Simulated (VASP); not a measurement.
Here is a VASP 6.6.1 calculation.

INCAR

```
PREC = Accurate
ENCUT = 520
EDIFF = 1E-6
ISMEAR = 0
SIGMA = 0.15
LREAL = F
LASPH = T
NELM = 100
ALGO = Fast
ISIF = 2
LWAVE = F
LCHARG = F
GGA = PS
NBANDS = 12
```

Contents of KPOINTS:

```
Automatic mesh
0
Gamma
  20 20 20
```

Contents of POSCAR:

```
Ti
1.0
   -1.6410000000      1.7640750000      1.6410000000
    1.6410000000     -1.7640750000      1.6410000000
    1.6410000000      1.7640750000     -1.6410000000
Ti
1
Direct
    0.0000000000      0.0000000000      0.0000000000
```

Potentials or basis: VASP PAW PBE potentials, release 64 (Ti_sv).

Run with:

```console
$ cat potpaw_PBE.64/Ti_sv/POTCAR > POTCAR
$ mpirun -np 1 vasp_std > vasp.out
```

(1) Estimate the band gap on the k mesh.

(2) Estimate the pressure.

Results:

(1) zero (band 6 reaches 7.97 eV, above the bottom of band 7 at 6.55 eV).

(2) -12.3 GPa.

Caveat: the cell differs from its parent crystal (strain +0.0750 x Voigt [0, 1, 0, 0, 0, 0]); the PAW data sets were made with another functional, which shifts forces and pressure a little.
